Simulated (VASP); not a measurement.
# C in VASP: a series of runs

C is run at these levels: PBE; tasks: single point.

Everything below comes from runs of VASP 6.6.1. Logs are shortened: lines on timing, memory, paths and dates and some standing lists are left out, and cuts for length are marked.

## (1) The cell of the first run

It takes space group Imma (No. 74, orthorhombic). Conventional cell: a = 2.522 Å, b = 2.522 Å, c = 3.567 Å, α = 90.00°, β = 90.00°, γ = 90.00°. Within 2.0 Å of C (site symmetry mm2) lie 4 C at 1.49 to 1.60 Å.

## (2) Single point, PBE (atom 1 (C) moved by (+0.000, -0.100) A along [1 1 0] and z)

File INCAR:

```
SYSTEM = C
PREC = Accurate
ENCUT = 520
EDIFF = 1E-6
ISMEAR = 0
SIGMA = 0.05
LREAL = .FALSE.
LASPH = .TRUE.
NELM = 80
ALGO = Normal
ISIF = 2
LWAVE = .FALSE.
LCHARG = .FALSE.
GGA = PE
NBANDS = 11
```

File KPOINTS:

```
regular mesh
0
G
  12 12 12
  0 0 0
```

File POSCAR:

```
C
1.0
    0.0000000000      1.7834000000      1.7834000000
    1.7834000000      0.0000000000      1.7834000000
    1.7834000000      1.7834000000      0.0000000000
C
2
Direct
    0.4719636649      0.4719636649      0.5280363351
    0.7500000000      0.7500000000      0.7500000000
```

Potentials or basis: VASP PAW PBE potentials, release 64 (C).

Command:

```sh
$ cat potpaw_PBE.64/C/POTCAR > POTCAR
$ mpirun -np 1 vasp_std > vasp.out
```

OUTCAR:

```text
SYSTEM = C
   PREC = Accurate
   ENCUT = 520
   EDIFF = 1E-6
   ISMEAR = 0
   LREAL = .FALSE.
   LASPH = .TRUE.
   NELM = 80
   ISIF = 2
   GGA = PE

 ion  position               nearest neighbor table
   1  0.472  0.472  0.528-   2 1.49   2 1.49   2 1.60   2 1.60
   2  0.750  0.750  0.750-   1 1.49   1 1.49   1 1.60   1 1.60

  LATTYP: Found a face centered cubic cell.
 ALAT       =     3.5668000000

  Lattice vectors:

 A1 = (   0.0000000000,   1.7834000000,   1.7834000000)
 A2 = (   1.7834000000,   0.0000000000,   1.7834000000)
 A3 = (   1.7834000000,   1.7834000000,   0.0000000000)

Analysis of symmetry for initial positions (statically):
=====================================================================
 Subroutine PRICEL returns:
 Original cell was already a primitive cell.

 Routine SETGRP: Setting up the symmetry group for a
 face centered cubic supercell.

 Subroutine GETGRP returns: Found  8 space group operations
 (whereof  4 operations were pure point group operations)
 out of a pool of 48 trial point group operations.

The static configuration has the point symmetry C_2v.
 The point group associated with its full space group is D_2h.

Analysis of symmetry for dynamics (positions and initial velocities):
=====================================================================
 Subroutine PRICEL returns:
 Original cell was already a primitive cell.

 Routine SETGRP: Setting up the symmetry group for a
 face centered cubic supercell.

 Subroutine GETGRP returns: Found  8 space group operations
 (whereof  4 operations were pure point group operations)
 out of a pool of 48 trial point group operations.

The dynamic configuration has the point symmetry C_2v.
 The point group associated with its full space group is D_2h.

 Subroutine INISYM returns: Found  8 space group operations
 (whereof  4 operations are pure point group operations),
 and found     1 'primitive' translations

----------------------------------------------------------------------------------------

                                     Primitive cell

  volume of cell :      11.3443

  direct lattice vectors                    reciprocal lattice vectors
     0.000000000  1.783400000  1.783400000    -0.280363351  0.280363351  0.280363351
     1.783400000  0.000000000  1.783400000     0.280363351 -0.280363351  0.280363351
[... 91 lines left out ...]
   ISIF   =      2    stress and relaxation
   ISYM   =      2    0-nonsym 1-usesym 2-fastsym
   POTIM  = 0.5000    time-step for ionic-motion
   TEBEG  =    0.0;   TEEND  =   0.0 temperature during run
   PSTRESS=    0.0 pullay stress
   NELECT =       8.0000    total number of electrons
   NUPDOWN=      -1.0000    fix difference up-down
   EMIN   =  10.00;   EMAX   =-10.00  energy-range for DOS
   EFERMI =   0.00;   METHOD = LEGACY
   ISMEAR =     0;   SIGMA  =   0.05  broadening in eV -4-tet -1-fermi 0-gaus
   EFERMI_NEDOS =   21; number of points for ismear=-14 and -15
   IALGO  =     38    algorithm
   IMIX   =      4    mixing-type and parameters
     AMIX     =   0.40;   BMIX     =  1.00
     AMIX_MAG =   1.60;   BMIX_MAG =  1.00
  volume/ion in A,a.u.               =       5.67        38.28
  Fermi-wavevector in a.u.,A,eV,Ry     =   1.457178  2.753668 28.890189  2.123369
  Thomas-Fermi vector in A             =   2.574010
   LORBIT       =      0    0 simple, 1 ext, 2 COOP (PROOUT), +10 PAW based schemes
   GGA     = PE    functional components
   LHFCALC =     F    Hartree Fock is set to
   AEXX    =    0.0000 exact exchange contribution
   IVDW    =     0    specifies the selected vdW correction
   LEPSILON=     F    determine dielectric tensor
   LRPA    =     F    only Hartree local field effects (RPA)
 non-spin polarized calculation
 Gauss-broadening in eV      SIGMA  =   0.05
  energy-cutoff  :      520.00
  volume of cell :       11.34
 maximum number of plane-waves:       316
   NGX =  9   NGY =  9   NGZ =  9

 number of electron       7.9999999 magnetization

 Free energy of the ion-electron system (eV)
  ---------------------------------------------------
  ext. energy  EPLUGINS =         0.00000000
  ---------------------------------------------------
  free energy    TOTEN  =       -18.00117641 eV

  energy without entropy =      -18.00117641  energy(sigma->0) =      -18.00117641

 E-fermi :  11.6176     XC(G=0): -13.2526

 val. band max:       11.2563211527   @ k =   0.0000   0.0000   0.0000
 cond. band min:      13.6835068391   @ k =   0.0000   0.3333   0.3333
 fundamental gap:      2.4271856864
 Fermi energy:        11.6175856486

 k-point     1 :       0.0000    0.0000    0.0000
  band No.  band energies     occupation
      1     -11.7673      2.00000
      2       8.1949      2.00000
      3       9.8662      2.00000
      4      11.2563      2.00000
      5      14.0199      0.00000
      6      15.1375      0.00000
      7      16.7330      0.00000
      8      23.0164      0.00000
      9      28.9366      0.00000
     10      36.2395      0.00000
     11      36.2979      0.00000
[... 309 lines left out ...]
 k-point    24 :       0.3333    0.0833    0.0000
  band No.  band energies     occupation
      1      -9.0576      2.00000
      2       1.0502      2.00000
      3       6.8710      2.00000
      4       7.5202      2.00000
      5      17.2385      0.00000
      6      18.1368      0.00000
      7      19.9624      0.00000
      8      23.9176      0.00000
      9      29.8531      0.00000
     10      31.6646      0.00000
     11      34.6378      0.00000

 [... further k-points ...]

------------------------ aborting loop because EDIFF is reached ----------------------------------------

  FORCE on cell =-STRESS in cart. coord.  units (eV):
  Direction    XX          YY          ZZ          XY          YZ          ZX
  --------------------------------------------------------------------------------------
  -------------------------------------------------------------------------------------
  Total        0.4732059      0.4732059      0.3023854     -0.3197503      0.0000000      0.0000000
  in kB       66.8320017     66.8320017     42.7066048    -45.1590982      0.0000000      0.0000000
  external PRESSURE =      58.7902027 kB  Pullay stress =       0.0000000 kB

 VOLUME and BASIS-vectors are now :
 -----------------------------------------------------------------------------
  energy-cutoff  :      520.00
  volume of cell :       11.34
      direct lattice vectors                 reciprocal lattice vectors
     0.000000000  1.783400000  1.783400000    -0.280363351  0.280363351  0.280363351
     1.783400000  0.000000000  1.783400000     0.280363351 -0.280363351  0.280363351
     1.783400000  1.783400000  0.000000000     0.280363351  0.280363351 -0.280363351

 POSITION                                       TOTAL-FORCE (eV/Angst)
 -----------------------------------------------------------------------------------
      1.78340      1.78340      1.68340         0.000000      0.000000      3.639959
      2.67510      2.67510      2.67510         0.000000      0.000000     -3.639959
 -----------------------------------------------------------------------------------
    total drift:                                0.000000      0.000000      0.000003

  FREE ENERGIE OF THE ION-ELECTRON SYSTEM (eV)
  ---------------------------------------------------
  free  energy   TOTEN  =       -18.0011764090 eV

  energy  without entropy=      -18.0011764090  energy(sigma->0) =      -18.00117641
```

stdout:

```text
POSCAR found type information on POSCAR C
 POSCAR found :  1 types and       2 ions
 scaLAPACK will be used
 LDA part: xc-table for (Slater+PW92), standard interpolation
 POSCAR, INCAR and KPOINTS ok, starting setup
 FFT: planning ... GRIDC
 FFT: planning ... GRID_SOFT
 FFT: planning ... GRID
 WAVECAR not read
 entering main loop
```

It took 17 s on 1 thread of Intel Xeon 6975P-C, shared host; peak memory 0.14 GiB.

What came out:

```yaml
Free_energy: -18.0012 eV
Pressure: 5.9 GPa
Largest_force: 3.640 eV/Å
Band_gap_on_the_k_mesh: 2.43 eV, indirect (least direct gap 2.76 eV)
```

Forces in eV/Å, atoms in the order of the input:
```
C    0.000  0.000  3.640
C    0.000  0.000 -3.640
```

Stress tensor (GPa, compression positive):
```
 6.68 -4.52  0.00
-4.52  6.68  0.00
 0.00  0.00  4.27
```

Levels at points of the mesh, in eV from the valence-band top:
| k point | band 1 | band 2 | band 3 | band 4 | band 5 | band 6 | band 7 | band 8 |
| --- | --- | --- | --- | --- | --- | --- | --- | --- |
| (0.00, 0.00, 0.00) | -23.02 | -3.06 | -1.39 | 0.00 | 2.76 | 3.88 | 5.48 | 11.76 |
| (0.50, 0.00, 0.00) | -17.09 | -15.32 | -4.91 | -3.46 | 5.80 | 6.95 | 8.91 | 14.71 |
| (0.00, 0.00, 0.50) | -17.43 | -14.52 | -5.32 | -3.54 | 5.16 | 7.41 | 8.14 | 13.54 |
| (0.50, 0.50, 0.00) | -14.70 | -13.90 | -8.38 | -7.41 | 2.76 | 3.71 | 14.42 | 16.37 |
| (0.00, 0.50, 0.50) | -14.37 | -14.37 | -7.74 | -7.74 | 3.03 | 3.03 | 15.56 | 15.56 |

Caveat: the cell differs from its parent crystal (atom 1 (C) moved by (+0.000, -0.100) A along [1 1 0] and z); forces of over 1 eV/Å act on the atoms, so gaps and moduli don't describe the material at rest. A k mesh can miss the band edges.

## (3) Single point, PBE (atom 1 (C) moved by (-0.100, +0.000) A along [1 1 0] and z)

File INCAR:

```
ALGO = Normal
EDIFF = 1E-6
ENCUT = 520
GGA = PE
ISIF = 2
ISMEAR = 0
LASPH = True
LCHARG = True
LELF = True
LREAL = False
LVHAR = True
LWAVE = False
NBANDS = 11
NELM = 80
PREC = Accurate
SIGMA = 0.05
```

File KPOINTS:

```
k-points
0
Gamma
  12 12 12
```

POSCAR: that of step 2 with these lines changed.

```diff
@@ -8,3 +8,3 @@
 Direct
-    0.4719636649      0.4719636649      0.5280363351
+    0.5000000000      0.5000000000      0.4603506347
     0.7500000000      0.7500000000      0.7500000000
```

Potentials or basis: VASP PAW PBE potentials, release 64 (C).

Command:

```sh
$ cat potpaw_PBE.64/C/POTCAR > POTCAR
$ mpirun -np 1 vasp_std > vasp.out
```

Wall time 42 s (1 thread of Intel Xeon 6975P-C, shared host); peak memory 0.16 GiB.

The run converged. Its results:

```yaml
Free_energy: -17.9999 eV
Pressure: 5.9 GPa
Largest_force: 3.741 eV/Å
Band_gap_on_the_k_mesh: 2.38 eV, indirect (least direct gap 2.72 eV)
```

Forces on the atoms (eV/Å):
```
C    2.611  2.611 -0.605
C   -2.611 -2.611  0.605
```

Stress tensor (GPa, compression positive):
```
 5.49  3.46 -3.25
 3.46  5.49 -3.25
-3.25 -3.25  6.77
```

Levels at points of the mesh, in eV from the valence-band top:
```csv
k point,band 1,band 2,band 3,band 4,band 5,band 6,band 7,band 8,band 9
"(0.00, 0.00, 0.00)",-23.05,-3.06,-1.48,0.00,2.72,3.88,5.42,11.73,17.65
"(0.50, 0.00, 0.00)",-17.32,-14.92,-5.29,-3.32,5.09,7.08,8.89,14.07,20.30
"(0.00, 0.00, 0.50)",-17.01,-15.55,-4.72,-3.68,6.09,7.58,8.16,14.96,18.75
"(0.50, 0.50, 0.50)",-17.51,-14.42,-5.15,-3.92,5.61,6.86,7.96,13.30,21.70
"(0.50, 0.50, 0.00)",-14.50,-14.30,-7.86,-7.69,2.79,3.21,15.25,15.80,21.31
"(0.00, 0.50, 0.50)",-14.65,-14.07,-8.19,-7.52,2.77,3.44,14.77,16.12,20.36
```

Caveat: the cell differs from its parent crystal (atom 1 (C) moved by (-0.100, +0.000) A along [1 1 0] and z); forces of over 1 eV/Å act on the atoms, so gaps and moduli don't describe the material at rest. A k mesh can miss the band edges.
